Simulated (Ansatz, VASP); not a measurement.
**Two plane-wave programs on CoO**

```xyz
2
Lattice="0.0000 2.1315 2.1315 2.1315 0.0000 2.1315 2.1315 2.1315 0.0000" Properties=species:S:1:pos:R:3 pbc="T T T"
Co    0.0000    0.0000    0.0000
O     2.1315    2.1315    2.1315
```

Alike in both runs: task single point; functional PBE; k mesh 10 × 10 × 10; occupations gaussian, width 0.05 eV; collinear spin; Hubbard terms Co d U = 3.3 eV.

```csv
,VASP,Ansatz
version,VASP 6.6.1,Ansatz 0.2.0
potentials or method,"VASP PAW PBE potentials, release 64 (Co_sv, O), cutoff 700 eV","scalar-relativistic, plane waves, PAW"
valence electrons in the cell,23,23
```

```tsv
	VASP	Ansatz	Ansatz less VASP
pressure (GPa)	-1.0	8.2	+9.21
net moment per atom (μB)	1.50	1.50	0.000
size of the moment on the site where the two differ most (μB)	2.69	2.60	-0.089
```

Site moments also hang on the region over which each program counts them. The programs project onto different local orbitals, so the same U acts differently, and such runs can settle in different states. Ansatz's warnings: stability check not made.
